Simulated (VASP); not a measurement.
# Sn8O16F (a cell with a defect) (F interstitial hop between voids) in VASP: a series of runs, part 2 of 2

VASP 6.6.1. Earlier steps stand in the parts before.

## (4) Single point, PBE

Input file INCAR:

```
PREC = Accurate
ENCUT = 520
EDIFF = 1E-6
ISMEAR = -1
SIGMA = 0.01
LREAL = Auto
LASPH = True
NELM = 80
ALGO = Normal
ISIF = 2
LWAVE = False
LCHARG = False
GGA = PE
NELECT = 216.0
NBANDS = 126
```

Input file KPOINTS:

```
regular mesh
0
Gamma
  1 1 1
```

Input file POSCAR:

```
Sn8O16F
1.0
    4.8274600300      4.8274600300      0.0000000000
   -4.8274600300      4.8274600300      0.0000000000
    0.0000000000      0.0000000000      6.4759066800
Sn O F
8 16 1
Direct
   -0.0061976691      0.4994278534      0.2467929325
    0.4921848105      0.0090580760      0.2439071590
    0.0006551064     -0.0019649049      0.0014064440
    0.4904564689      0.4883808432      0.0116839238
    0.0015432546      0.5061639009      0.7493086667
    0.4912561648     -0.0091570929      0.7478589855
   -0.0113644649      0.0042787511      0.5006461891
    0.5052041829      0.4971102785      0.5062216246
   -0.0119405442      0.8091500449      0.2537672455
    0.5846832459      0.3102088864      0.2780052414
   -0.0288864121      0.1917119964      0.2530865686
    0.4915457581      0.6911832474      0.2552075071
    0.3027657383     -0.0700709064     -0.0124078378
    0.8017340332      0.4965634071     -0.0046819699
    0.1798311109      0.5551653423     -0.0049362972
    0.6876920740      0.0062616779     -0.0042230380
   -0.0129431419      0.8139217053      0.7452633644
    0.4893152891      0.3007871616      0.7542512950
    0.0076036880      0.1969850592      0.7544069489
    0.5055743569      0.6828149751      0.7521915063
    0.2985335955      0.0092495846      0.4939587857
    0.8149056596      0.5170794754      0.5062640896
    0.1952733931      0.4875587753      0.4938355597
    0.6828772231     -0.0138311865      0.5028078941
    0.2970651214      0.2503751440      0.1070793688
```

On the command line:

```sh
$ cat potpaw_PBE.64/Sn_d/POTCAR potpaw_PBE.64/O/POTCAR potpaw_PBE.64/F/POTCAR > POTCAR
$ mpirun -np 1 vasp_gam > vasp.out
```

It took 1.9 min on 1 thread of AMD EPYC 7R13, shared host; peak memory 0.31 GiB.

It converged, with:

- Free energy: -140.8728 eV
- Largest force: 0.053 eV/Å

Forces on the atoms (eV/Å):
```
Sn  -0.004 -0.005  0.010
Sn   0.034 -0.001  0.002
Sn  -0.008 -0.007  0.011
Sn  -0.017  0.048 -0.014
Sn   0.000  0.006 -0.006
Sn   0.000  0.003 -0.009
Sn   0.003  0.002  0.003
Sn  -0.008  0.010  0.006
O    0.016 -0.022  0.004
O    0.035 -0.009 -0.022
O   -0.020  0.012 -0.005
O   -0.023  0.019  0.003
O   -0.007 -0.023  0.014
O   -0.017 -0.020 -0.007
O    0.025  0.037  0.002
O    0.014  0.020 -0.005
O    0.012 -0.017 -0.006
O    0.011 -0.019  0.002
O   -0.013  0.019  0.000
O   -0.008  0.010  0.011
O   -0.018 -0.016  0.005
O   -0.022 -0.013  0.000
O    0.020  0.013 -0.001
O    0.011  0.004  0.000
F   -0.015 -0.051  0.002
```

Levels at points of the mesh, in eV from the Fermi level:
```csv
k point,band 106,band 107,band 108,band 109,band 110,band 111
"(0.00, 0.00, 0.00)",-0.50,-0.30,-0.26,0.32,3.63,3.69
```

Caveat: the k points lie up to 0.97 Å⁻¹ apart; the cell carries a net charge on a neutralising background, which shifts energy and pressure; the cell is charged against a uniform background, so pressure and absolute levels hang on convention; spin-orbit coupling is left out, which moves the levels of the heavy elements.

## (5) Single point, PBE

Input file INCAR:

```
SYSTEM = Sn8O16F
PREC     = Accurate       ! precision mode
ENCUT    = 520            ! plane-wave cutoff, eV
EDIFF    = 1E-6           ! SCF threshold, eV
ISMEAR   = -1             ! smearing method
SIGMA    = 0.01           ! smearing width, eV
LREAL    = Auto         
LASPH    = .True.         ! aspherical terms in the spheres
NELM     = 60             ! most SCF steps
ALGO     = Normal         ! electronic algorithm
ISIF     = 2              ! what is computed and relaxed
LWAVE    = .False.        ! write WAVECAR
LCHARG   = .False.        ! write CHGCAR
GGA      = PE             ! functional
NBANDS   = 126            ! bands
NELECT   = 216.0
```

Input file KPOINTS:

```
Automatic mesh
0
Gamma
  1 1 1
  0 0 0
```

Input file POSCAR:

```
Sn8O16F
1.0
    4.8274600300      4.8274600300      0.0000000000
   -4.8274600300      4.8274600300      0.0000000000
    0.0000000000      0.0000000000      6.4759066800
Sn O F
8 16 1
Direct
   -0.0074186010      0.5051281595      0.2466789716
    0.4974184116     -0.0003010900      0.2462598797
    0.0055577881      0.0008799659      0.0013891491
    0.4858080617      0.4866855418      0.0057329424
   -0.0041446226      0.5089556381      0.7505097340
    0.4961142060     -0.0091079988      0.7495243894
   -0.0081542881      0.0085352338      0.5007423918
    0.5025990863      0.4934108175      0.5030577433
   -0.0106229776      0.8140653626      0.2555347200
    0.5622037227      0.3020410301      0.2716609561
   -0.0202094889      0.1967192880      0.2520686416
    0.4934372289      0.6855600004      0.2540001086
    0.3087119294     -0.0757337187     -0.0058587935
    0.7968819992      0.4980229738     -0.0023394408
    0.1727233358      0.5669428608     -0.0036787127
    0.6922067670      0.0015976310     -0.0023794352
   -0.0107396021      0.8168948009      0.7444222467
    0.5106498002      0.2988943442      0.7458012042
    0.0024524284      0.1995409582      0.7535798833
    0.5003527704      0.6818987583      0.7491042166
    0.3013544371      0.0102290852      0.4958800611
    0.8115075994      0.5147701865      0.5030572800
    0.1924770986      0.4876323129      0.4959873820
    0.6860698958     -0.0182292550      0.5019740340
    0.2920503725      0.2533420251      0.0544107594
```

On the command line:

```sh
$ cat potpaw_PBE.64/Sn_d/POTCAR potpaw_PBE.64/O/POTCAR potpaw_PBE.64/F/POTCAR > POTCAR
$ mpirun -np 1 vasp_gam > vasp.out
```

Run time: 1.9 min. Hardware: 1 thread of AMD EPYC 7R13, shared host; peak memory 0.31 GiB.

The run converged. Its results:

```yaml
Free_energy: -140.8203 eV
Largest_force: 0.131 eV/Å
```

Forces on the atoms (eV/Å):
```
Sn   0.013 -0.015  0.019
Sn  -0.002  0.008  0.007
Sn   0.005 -0.018  0.008
Sn  -0.010  0.102 -0.008
Sn   0.008 -0.014 -0.048
Sn  -0.008 -0.014 -0.025
Sn  -0.008 -0.016 -0.001
Sn  -0.019  0.009 -0.011
O    0.014 -0.021 -0.006
O    0.063  0.031 -0.009
O   -0.033 -0.006 -0.003
O   -0.026  0.005  0.001
O   -0.011 -0.013 -0.013
O   -0.015 -0.018 -0.015
O    0.019  0.035 -0.008
O    0.019  0.021 -0.016
O    0.010 -0.013  0.000
O   -0.018 -0.056  0.025
O   -0.010  0.041  0.000
O   -0.005  0.003  0.009
O   -0.016 -0.014 -0.005
O   -0.023 -0.014  0.002
O    0.029  0.015 -0.012
O    0.018  0.014 -0.009
F    0.008 -0.052  0.120
```

Levels at points of the mesh, in eV from the Fermi level:
```csv
k point,band 106,band 107,band 108,band 109,band 110,band 111
"(0.00, 0.00, 0.00)",-0.79,-0.58,-0.17,0.17,3.48,3.59
```

Caveat: the k points lie up to 0.97 Å⁻¹ apart; the cell carries a net charge on a neutralising background, which shifts energy and pressure; the cell is charged against a uniform background, so pressure and absolute levels hang on convention; spin-orbit coupling is left out, which moves the levels of the heavy elements.
